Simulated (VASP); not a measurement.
# SiC (F-43m) in VASP: a series of runs

The runs below take SiC through single point, relaxation of cell and atoms, with PBEsol.

Program: VASP 6.6.1. These are calculated values, not measurements. Logs are shortened: lines on timing, memory, paths and dates and some standing lists are left out, and cuts for length are marked.

**Experimental background.**

From “Insight into the structural, elastic and electronic properties of a new orthorhombic 6O-SiC polytype”, 2020, pmc:7200658, for a bulk crystal of SiC: band gap 2.4 eV (indirect).

The runs below are set against these values where they give the same quantity.

## 1. The cell of the first run

Symmetry: F-43m, No. 216, cubic system. The conventional cell has a = 4.357 Å, b = 4.357 Å, c = 4.357 Å, α = 90.00°, β = 90.00°, γ = 90.00°. Si (site symmetry -43m) has 4 C at 1.89 Å within 2.5 Å. Within 2.5 Å of C (site symmetry -43m) lie 4 Si at 1.89 Å.

## 2. Single point, PBEsol

File INCAR:

```
SYSTEM = SiC
  PREC = Accurate
  ENCUT = 520
  EDIFF = 1E-7
  ISMEAR = 0
  SIGMA = 0.05
  LREAL = .False.
  LASPH = .True.
  NELM = 100
  ALGO = Normal
  ISIF = 2
  LWAVE = .False.
  LCHARG = .False.
  GGA = PS
  NBANDS = 11
```

File KPOINTS:

```
regular mesh
0
Gamma
  10 10 10
  0 0 0
```

File POSCAR:

```
SiC
1.0
    0.0000000000      2.1783945700      2.1783945700
    2.1783945700      0.0000000000      2.1783945700
    2.1783945700      2.1783945700      0.0000000000
Si C
1 1
Direct
    0.0000000000      0.0000000000      0.0000000000
    0.7500000000      0.7500000000      0.7500000000
```

Potentials or basis: VASP PAW PBE potentials, release 64 (Si, C).

Launch:

```
$ cat potpaw_PBE.64/Si/POTCAR potpaw_PBE.64/C/POTCAR > POTCAR
$ mpirun -np 1 vasp_std > vasp.out
```

OUTCAR:

```text
SYSTEM = SiC
   PREC = Accurate
   ENCUT = 520
   EDIFF = 1E-7
   ISMEAR = 0
   LREAL = .False.
   LASPH = .True.
   NELM = 100
   ISIF = 2
   GGA = PS

 ion  position               nearest neighbor table
   1  0.000  0.000  0.000-   2 1.89   2 1.89   2 1.89   2 1.89
   2  0.750  0.750  0.750-   1 1.89   1 1.89   1 1.89   1 1.89

  LATTYP: Found a face centered cubic cell.
 ALAT       =     4.3567891400

  Lattice vectors:

 A1 = (   0.0000000000,   2.1783945700,   2.1783945700)
 A2 = (   2.1783945700,   0.0000000000,   2.1783945700)
 A3 = (   2.1783945700,   2.1783945700,   0.0000000000)

Analysis of symmetry for initial positions (statically):
=====================================================================
 Subroutine PRICEL returns:
 Original cell was already a primitive cell.

 Routine SETGRP: Setting up the symmetry group for a
 face centered cubic supercell.

 Subroutine GETGRP returns: Found 24 space group operations
 (whereof 24 operations were pure point group operations)
 out of a pool of 48 trial point group operations.

The static configuration has the point symmetry T_d .

Analysis of symmetry for dynamics (positions and initial velocities):
=====================================================================
 Subroutine PRICEL returns:
 Original cell was already a primitive cell.

 Routine SETGRP: Setting up the symmetry group for a
 face centered cubic supercell.

 Subroutine GETGRP returns: Found 24 space group operations
 (whereof 24 operations were pure point group operations)
 out of a pool of 48 trial point group operations.

The dynamic configuration has the point symmetry T_d .

 Subroutine INISYM returns: Found 24 space group operations
 (whereof 24 operations are pure point group operations),
 and found     1 'primitive' translations

----------------------------------------------------------------------------------------

                                     Primitive cell

  volume of cell :      20.6747

  direct lattice vectors                    reciprocal lattice vectors
     0.000000000  2.178394570  2.178394570    -0.229526830  0.229526830  0.229526830
     2.178394570  0.000000000  2.178394570     0.229526830 -0.229526830  0.229526830
     2.178394570  2.178394570  0.000000000     0.229526830  0.229526830 -0.229526830

  length of vectors
     3.080715145  3.080715145  3.080715145     0.397552131  0.397552131  0.397552131

  position of ions in fractional coordinates (direct lattice)
     0.000000000  0.000000000  0.000000000
     0.750000000  0.750000000  0.750000000

  ion indices of the primitive-cell ions
   primitive index   ion index
                 1           1
                 2           2

----------------------------------------------------------------------------------------

 KPOINTS: regular mesh

Automatic generation of k-mesh.
 Grid dimensions read from file:
 generate k-points for:   10   10   10

 Generating k-lattice:

  Cartesian coordinates                     Fractional coordinates (reciprocal lattice)
    -0.022952683  0.022952683  0.022952683     0.100000000  0.000000000  0.000000000
     0.022952683 -0.022952683  0.022952683     0.000000000  0.100000000  0.000000000
     0.022952683  0.022952683 -0.022952683     0.000000000  0.000000000  0.100000000

  Length of vectors
     0.039755213  0.039755213  0.039755213

  Shift w.r.t. Gamma in fractional coordinates (k-lattice)
     0.000000000  0.000000000  0.000000000

 Subroutine IBZKPT returns following result:
 ===========================================

 Found     47 irreducible k-points:

 Following reciprocal coordinates:
            Coordinates               Weight
  0.000000  0.000000  0.000000      1.000000
  0.100000  0.000000  0.000000      8.000000
  0.200000  0.000000  0.000000      8.000000
  0.300000  0.000000  0.000000      8.000000
  0.400000  0.000000  0.000000      8.000000
  0.500000  0.000000  0.000000      4.000000
[... 16 lines left out ...]
  0.300000  0.300000  0.000000      6.000000
  0.400000  0.300000  0.000000     24.000000
 [... further k-points ...]
   k-points           NKPTS =     47   k-points in BZ     NKDIM =     47   number of bands    NBANDS=     11
   number of dos      NEDOS =    301   number of ions     NIONS =      2
   total plane-waves  NPLWV =  13824
   dimension x,y,z NGX =    24 NGY =   24 NGZ =   24
   dimension x,y,z NGXF=    48 NGYF=   48 NGZF=   48
   ions per type =               1   1
   NGX,Y,Z   is equivalent  to a cutoff of  12.95, 12.95, 12.95 a.u.
   NGXF,Y,Z  is equivalent  to a cutoff of  25.90, 25.90, 25.90 a.u.
 SYSTEM =  SiC
   PREC   = accura    normal or accurate (medium, high low for compatibility)
   ISTART =      0    job   : 0-new  1-cont  2-samecut
   ICHARG =      2    charge: 1-file 2-atom 10-const
   ISPIN  =      1    spin polarized calculation?
   LNONCOLLINEAR =      F non collinear calculations
   LSORBIT =      F    spin-orbit coupling
   LASPH  =      T    aspherical Exc in radial PAW
   ENCUT  =  520.0 eV  38.22 Ry    6.18 a.u.   5.73  5.73  5.73*2*pi/ulx,y,z
   NELM   =    100;   NELMIN=  2; NELMDL= -5     # of ELM steps
   EDIFF  = 0.1E-06   stopping-criterion for ELM
   LREAL  =      F    real-space projection
   EDIFFG = 0.1E-05   stopping-criterion for IOM
   NSW    =      0    number of steps for IOM
   IBRION =     -1    ionic relax: 0-MD 1-quasi-New 2-CG
   NFREE  =      0    steps in history (QN), initial steepest desc. (CG)
   ISIF   =      2    stress and relaxation
   ISYM   =      2    0-nonsym 1-usesym 2-fastsym
   POTIM  = 0.5000    time-step for ionic-motion
   TEBEG  =    0.0;   TEEND  =   0.0 temperature during run
   PSTRESS=    0.0 pullay stress
   NELECT =       8.0000    total number of electrons
   NUPDOWN=      -1.0000    fix difference up-down
   EMIN   =  10.00;   EMAX   =-10.00  energy-range for DOS
   EFERMI =   0.00;   METHOD = LEGACY
   ISMEAR =     0;   SIGMA  =   0.05  broadening in eV -4-tet -1-fermi 0-gaus
   EFERMI_NEDOS =   21; number of points for ismear=-14 and -15
   IALGO  =     38    algorithm
   IMIX   =      4    mixing-type and parameters
     AMIX     =   0.40;   BMIX     =  1.00
     AMIX_MAG =   1.60;   BMIX_MAG =  1.00
  volume/ion in A,a.u.               =      10.34        69.76
  Fermi-wavevector in a.u.,A,eV,Ry     =   1.192957  2.254363 19.363097  1.423147
  Thomas-Fermi vector in A             =   2.328983
   LORBIT       =      0    0 simple, 1 ext, 2 COOP (PROOUT), +10 PAW based schemes
   GGA     = PS    functional components
   LHFCALC =     F    Hartree Fock is set to
   AEXX    =    0.0000 exact exchange contribution
   IVDW    =     0    specifies the selected vdW correction
   LEPSILON=     F    determine dielectric tensor
   LRPA    =     F    only Hartree local field effects (RPA)
 non-spin polarized calculation
 Gauss-broadening in eV      SIGMA  =   0.05
  energy-cutoff  :      520.00
  volume of cell :       20.67
 maximum number of plane-waves:       568
   NGX = 11   NGY = 11   NGZ = 11

 number of electron       8.0000001 magnetization

 Free energy of the ion-electron system (eV)
  ---------------------------------------------------
  ext. energy  EPLUGINS =         0.00000000
  ---------------------------------------------------
  free energy    TOTEN  =       -15.91494984 eV

  energy without entropy =      -15.91494984  energy(sigma->0) =      -15.91494984

 E-fermi :   8.3177     XC(G=0): -11.5085

 val. band max:        8.0659685716   @ k =   0.0000   0.0000   0.0000
 cond. band min:       9.2990032872   @ k =   0.5000   0.5000   0.0000
 fundamental gap:      1.2330347155
 Fermi energy:         8.3177145434

 k-point     1 :       0.0000    0.0000    0.0000
  band No.  band energies     occupation
      1      -7.3648      2.00000
      2       8.0660      2.00000
      3       8.0660      2.00000
      4       8.0660      2.00000
      5      14.2629      0.00000
      6      15.3142      0.00000
      7      15.3142      0.00000
      8      15.3142      0.00000
      9      22.5271      0.00000
     10      22.5271      0.00000
     11      24.3414      0.00000

 k-point     2 :       0.1000    0.0000    0.0000
  band No.  band energies     occupation
      1      -7.1685      2.00000
      2       7.0507      2.00000
      3       7.9311      2.00000
      4       7.9311      2.00000
      5      14.5130      0.00000
      6      15.5586      0.00000
      7      15.5586      0.00000
      8      15.5960      0.00000
      9      21.5505      0.00000
     10      21.5505      0.00000
     11      24.1419      0.00000

 k-point     3 :       0.2000    0.0000    0.0000
  band No.  band energies     occupation
      1      -6.5880      2.00000
      2       4.9195      2.00000
      3       7.6224      2.00000
      4       7.6224      2.00000
      5      14.2135      0.00000
      6      15.9154      0.00000
      7      15.9154      0.00000
      8      16.7920      0.00000
      9      20.8761      0.00000
     10      20.8761      0.00000
     11      23.2599      0.00000

 k-point     4 :       0.3000    0.0000    0.0000
  band No.  band energies     occupation
      1      -5.6578      2.00000
      2       2.5941      2.00000
      3       7.3052      2.00000
      4       7.3052      2.00000
      5      13.8050      0.00000
      6      15.7660      0.00000
      7      15.7660      0.00000
      8      17.7347      0.00000
      9      21.7032      0.00000
     10      21.7032      0.00000
     11      23.0083      0.00000
[... 239 lines left out ...]
 k-point    22 :      -0.2000    0.2000    0.0000
  band No.  band energies     occupation
      1      -5.3459      2.00000
      2       3.2492      2.00000
      3       4.8115      2.00000
      4       7.4164      2.00000
      5      14.5482      0.00000
      6      16.0039      0.00000
      7      16.3780      0.00000
      8      17.1559      0.00000
      9      19.5003      0.00000
     10      23.3706      0.00000
     11      27.1228      0.00000

 k-point    23 :       0.3000    0.3000    0.0000
  band No.  band energies     occupation
      1      -5.0793      2.00000
      2       3.7087      2.00000
      3       5.6820      2.00000
      4       5.6820      2.00000
      5      11.1235      0.00000
      6      13.5650      0.00000
      7      19.5444      0.00000
      8      19.5444      0.00000
      9      20.4051      0.00000
     10      25.1106      0.00000
     11      29.6548      0.00000

 k-point    24 :       0.4000    0.3000    0.0000
  band No.  band energies     occupation
      1      -4.2029      2.00000
      2       2.4788      2.00000
      3       4.8803      2.00000
      4       5.4184      2.00000
      5      10.8229      0.00000
      6      13.5810      0.00000
      7      19.6281      0.00000
      8      19.9367      0.00000
      9      21.7538      0.00000
     10      26.0874      0.00000
     11      29.2477      0.00000

 [... further k-points ...]
[... 5 lines left out ...]
  --------------------------------------------------------------------------------------
  -------------------------------------------------------------------------------------
  Total        0.0461558      0.0461558      0.0461558      0.0000000      0.0000000      0.0000000
  in kB        3.5768175      3.5768175      3.5768175      0.0000000      0.0000000      0.0000000
  external PRESSURE =       3.5768175 kB  Pullay stress =       0.0000000 kB

 VOLUME and BASIS-vectors are now :
 -----------------------------------------------------------------------------
  energy-cutoff  :      520.00
  volume of cell :       20.67
      direct lattice vectors                 reciprocal lattice vectors
     0.000000000  2.178394570  2.178394570    -0.229526830  0.229526830  0.229526830
     2.178394570  0.000000000  2.178394570     0.229526830 -0.229526830  0.229526830
     2.178394570  2.178394570  0.000000000     0.229526830  0.229526830 -0.229526830

 POSITION                                       TOTAL-FORCE (eV/Angst)
 -----------------------------------------------------------------------------------
      0.00000      0.00000      0.00000        -0.000000     -0.000000     -0.000000
      3.26759      3.26759      3.26759         0.000000      0.000000      0.000000
 -----------------------------------------------------------------------------------
    total drift:                               -0.000000     -0.000000     -0.000000

  FREE ENERGIE OF THE ION-ELECTRON SYSTEM (eV)
  ---------------------------------------------------
  free  energy   TOTEN  =       -15.9149498381 eV

  energy  without entropy=      -15.9149498381  energy(sigma->0) =      -15.91494984
```

It took 6.2 s on 1 thread of AMD EPYC 9R45 (Zen 5), shared host; peak memory 0.11 GiB.

Results:

| Property | Result |
| --- | --- |
| Free energy | -15.9149 eV |
| Pressure | 0.4 GPa |
| Band gap on the k mesh | 1.23 eV, indirect (least direct gap 4.44 eV) |

Caveat: the PAW data sets were made with another functional, which shifts forces and pressure a little.

## 3. Single point, PBEsol

File INCAR:

```
  PREC = Accurate
  ENCUT = 520
  EDIFF = 1E-7
  ISMEAR = 0
  SIGMA = 0.02
  LREAL = F
  LASPH = T
  NELM = 60
  ALGO = Normal
  ISIF = 2
  LWAVE = F
  LCHARG = F
  GGA = PS
  NBANDS = 11
```

File KPOINTS:

```
regular mesh
0
Gamma
  12 12 12
```

POSCAR is that of step 2.

Potentials or basis: VASP PAW PBE potentials, release 64 (Si, C).

Launch:

```
$ cat potpaw_PBE.64/Si/POTCAR potpaw_PBE.64/C/POTCAR > POTCAR
$ mpirun -np 1 vasp_std > vasp.out
```

Wall time 8.4 s (1 thread of AMD EPYC 9R45 (Zen 5), shared host); peak memory 0.11 GiB.

It converged, with:

| Quantity | Value |
| --- | --- |
| Free energy | -15.9151 eV |
| Pressure | 0.4 GPa |
| Band gap on the k mesh | 1.23 eV, indirect (least direct gap 4.44 eV) |

Levels at points of the mesh, in eV from the valence-band top:
```csv
k point,band 2,band 3,band 4,band 5,band 6,band 7
"(0.00, 0.00, 0.00)",0.00,0.00,0.00,6.20,7.25,7.25
"(0.50, 0.00, 0.00)",-8.60,-1.06,-1.06,5.38,7.14,7.14
"(0.50, 0.50, 0.00)",-7.84,-3.21,-3.21,1.23,4.20,13.96
```

Caveat: the PAW data sets were made with another functional, which shifts forces and pressure a little.

[end of part 1 of 2]
